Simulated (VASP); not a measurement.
The system is BeZn2Se3.

```
Be Zn Se
1.0
     6.44877    0.00000    0.00000
    -3.22439    5.58480    0.00000
     0.00000    0.00000    3.75474
Be Zn Se
1 2 3
Direct
  0.00000 0.00000 0.50000
  0.33333 0.66667 0.50000
  0.66667 0.33333 0.50000
  0.00000 0.50000 0.00000
  0.50000 0.00000 0.00000
  0.50000 0.50000 0.00000
```

The cell was generated, and may not be a known phase.

```yaml
Program: VASP 6.6.1
Task: relaxation of cell and atoms
Functional: PBE
Potentials_or_basis: VASP PAW PBE potentials, release 64 (Be, Zn, Se)
Cutoff: 600 eV
k_mesh: 6 × 6 × 10
Occupations: gaussian, width 0.1 eV
Spin: no spin polarisation
```

At the start: pressure 0.5 GPa; volume 22.54 Å³/atom.

**Question.** How do energy, volume and symmetry change on relaxing?

**Answer.** Over 43 steps the energy falls by 92.3 meV/atom and the volume is 24.74 Å³/atom (+9.8 %); space group P6/mmm (No. 191, to 0.1 Å) before and after.

Step by step:
| step | energy change (eV) | largest force (eV/Å) | pressure (GPa) | volume (Å³) |
| --- | --- | --- | --- | --- |
| 1 | 0.0000 | 0.0000 | 0.47 | 135.23 |
| 3 | -0.0257 | 0.0000 | -0.35 | 138.46 |
| 5 | -0.0284 | 0.0000 | 0.15 | 137.37 |
| 7 | -0.0290 | 0.0000 | 0.09 | 137.55 |
| 9 | -0.0383 | 0.0000 | -0.16 | 138.86 |
| 11 | -0.0367 | 0.0000 | -0.12 | 140.20 |
| 13 | -0.0973 | 0.0000 | 1.12 | 137.73 |
| 15 | 0.4188 | 0.0000 | 13.71 | 124.39 |
| 17 | -0.2039 | 0.0000 | 5.40 | 131.68 |
| 19 | -0.2099 | 0.0000 | 5.02 | 132.11 |
| 21 | -0.2099 | 0.0000 | 5.04 | 132.09 |
| 23 | -0.2099 | 0.0000 | 5.15 | 132.00 |
| 25 | -0.2100 | 0.0000 | 5.08 | 132.04 |
| 27 | -0.2105 | 0.0000 | 5.08 | 132.05 |
| 29 | -0.2123 | 0.0000 | 5.05 | 132.10 |
| 31 | -0.2194 | 0.0000 | 4.94 | 132.29 |
| 33 | -0.2469 | 0.0000 | 4.62 | 133.06 |
| 35 | -0.3422 | 0.0000 | 3.47 | 136.14 |
| 37 | -0.5471 | 0.0000 | -0.33 | 148.63 |
| 39 | -0.5484 | 0.0000 | -0.51 | 149.48 |
| 41 | -0.5528 | 0.0000 | -0.31 | 149.32 |
| 43 | -0.5537 | 0.0000 | -0.03 | 148.44 |

Final structure:
```yaml
crystal:
  lattice:
    - [7.69052, 0.00000, 0.00000]
    - [-3.84526, 6.66019, 0.00000]
    - [0.00000, 0.00000, 2.89812]
  atoms:
    - { symbol: Be, position: [0.00000, 0.00000, 0.50000] }
    - { symbol: Zn, position: [0.33333, 0.66667, 0.50000] }
    - { symbol: Zn, position: [0.66667, 0.33333, 0.50000] }
    - { symbol: Se, position: [0.00000, 0.50000, 0.00000] }
    - { symbol: Se, position: [0.50000, 0.00000, 0.00000] }
    - { symbol: Se, position: [0.50000, 0.50000, 0.00000] }
```

Caveat: a cell axis changed by over 15 % at a fixed basis, so the end point is rough.
